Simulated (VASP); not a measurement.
Runs of VASP 6.6.1 on CuAu. The structure is that of space group P4/mmm (No. 123), or close to it. The cells are those of the table. 

```csv
task,level,cell,k mesh,cutoff (eV),smearing,dipole correction,grid for exact exchange (PRECFOCK),share of exact exchange,screening parameter,tolerance level,gap on the mesh (eV),pressure (GPa)
single point,PBEsol,"a = 2.723, b = 2.723, c = 3.498 Å, 2 atoms",9 × 9 × 7,520,fermi-dirac 0.05 eV,no,-,-,-,-,none,20.0
single point,PBEsol,"a = 2.795, b = 2.795, c = 3.636 Å, 2 atoms",9 × 9 × 7,520,fermi-dirac 0.05 eV,no,-,-,-,-,none,0.0
relaxation of cell and atoms,PBEsol,"relaxed to 5 GPa from a = 2.811, b = 2.811, c = 3.685 Å, 2 atoms",9 × 9 × 7,600,fermi-dirac 0.05 eV,no,-,-,-,-,none,5.1
single point,HSE06,"a = 2.829, b = 2.829, c = 3.709 Å, 2 atoms",6 × 6 × 4,520,fermi-dirac 0.05 eV,no,Normal,0.25,0.2079 1/Å,-,none,(a)
single point,PBE,"a = 2.811, b = 2.811, c = 3.685 Å, 2 atoms",28 × 28 × 22,470,tetrahedron 0.1 eV,-,-,-,-,standard,none,-
```

Alike in all rows: potentials or basis VASP PAW PBE potentials, release 64 (Au, Cu); no spin polarisation.

**Question.** Fill in the values left out.

**Answer.** (a) 0.1.

Caveats: some runs use coarse meshes; spin-orbit coupling is left out, which moves the levels of the heavy elements; the PAW data sets were made with another functional, which shifts forces and pressure a little (at least some runs); the cell stands under pressure (at least some runs); the cell is relaxed towards a set pressure, so the run minimises the enthalpy, not the energy (at least some runs); tetrahedron occupations give inexact forces and stress in metals (at least some runs).

A k mesh can miss the band edges, and the runs leave out spin-orbit coupling on Au.

A gap of «none» marks levels without a gap at the run's occupations.
